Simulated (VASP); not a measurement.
A run of VASP 6.6.1:

The input POSCAR:

```
BaZrO3
1.0
    4.2894620125      0.0000000000      0.0000000000
    0.0000000000      4.2894620125      0.0000000000
    0.0000000000      0.0000000000      4.1620531112
Ba Zr O
1 1 3
Direct
    0.0000000000      0.0000000000      0.0000000000
    0.5000000000      0.5000000000      0.5000000000
    0.5000000000      0.5000000000      0.0000000000
    0.5000000000      0.0000000000      0.5000000000
    0.0000000000      0.5000000000      0.5000000000
```

Contents of INCAR.step1:

```
ALGO = Normal ; EDIFF = 1E-4
ENCUT = 520 ; GGA = PE
ISMEAR = 0 ; LASPH = True
LCHARG = False ; LREAL = False
LWAVE = True ; NBANDS = 28
NELM = 60 ; PREC = Accurate
SIGMA = 0.01
```

Contents of INCAR.step2:

```
ALGO = Normal ; EDIFF = 1E-6
ENCUT = 520 ; ISIF = 2
ISMEAR = 0 ; ISTART = 1
LASPH = True ; LCHARG = False
LMIXTAU = True ; LREAL = False
LWAVE = False ; METAGGA = R2SCAN
NBANDS = 28 ; NELM = 60
PREC = Accurate ; SIGMA = 0.01
```

KPOINTS

```
k-points
0
Gamma
  6 6 6
```

Potentials or basis: VASP PAW PBE potentials, release 64 (Ba_sv, Zr_sv, O).

Run with:

```sh
$ cat potpaw_PBE.64/Ba_sv/POTCAR potpaw_PBE.64/Zr_sv/POTCAR potpaw_PBE.64/O/POTCAR > POTCAR
$ cp INCAR.step1 INCAR
$ mpirun -np 1 vasp_std > vasp.out
$ cp INCAR.step2 INCAR
$ mpirun -np 1 vasp_std > vasp.out
```

Hardware: 1 thread of Intel(R) Xeon(R) 6975P-C (Granite Rapids), with other jobs on the host.

**Question.** Estimate the wall time of this run.

**Answer.** Run time: 88 s on 1 thread of Intel(R) Xeon(R) 6975P-C (Granite Rapids), with other jobs on the host, peak memory 0.24 GiB. Counts: k points 40.
